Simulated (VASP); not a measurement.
A run of VASP 6.6.1 is set up as follows.

File INCAR:

```
SYSTEM = Sn
PREC = Accurate
ENCUT = 520
EDIFF = 1E-6
ISMEAR = 1
SIGMA = 1.0
LREAL = .False.
LASPH = .True.
NELM = 60
ALGO = Normal
ISIF = 2
LWAVE = .False.
LCHARG = .True.
LELF = .True.
LVHAR = .True.
NBANDS = 21
```

Contents of KPOINTS:

```
regular mesh
0
Gamma
  11 11 8
  0 0 0
```

The input POSCAR:

```
Sn
1.0
   -2.8994216605      2.9008009606      1.5581694818
    2.9008009606     -2.8994216605      1.5581694818
    2.8985835788      2.8985835788     -1.5556411493
Sn
2
Direct
    0.0000164062      0.9999835938      0.0000000000
    0.7499835938      0.2500164062      0.5000000000
```

Potentials or basis: VASP PAW LDA potentials, release 64 (Sn_d).

Command:

```sh
$ cat potpaw_LDA.64/Sn_d/POTCAR > POTCAR
$ mpirun -np 1 vasp_std > vasp.out
```

(1) Predict the band gap on the k mesh.

(2) Estimate the pressure.

Results:

(1) zero (bands 14 and 15 overlap by 3.81 eV).

(2) -0.1 GPa.

Caveat: so wide a smearing shifts energies and pressures; spin-orbit coupling is left out, which moves the levels of the heavy elements.
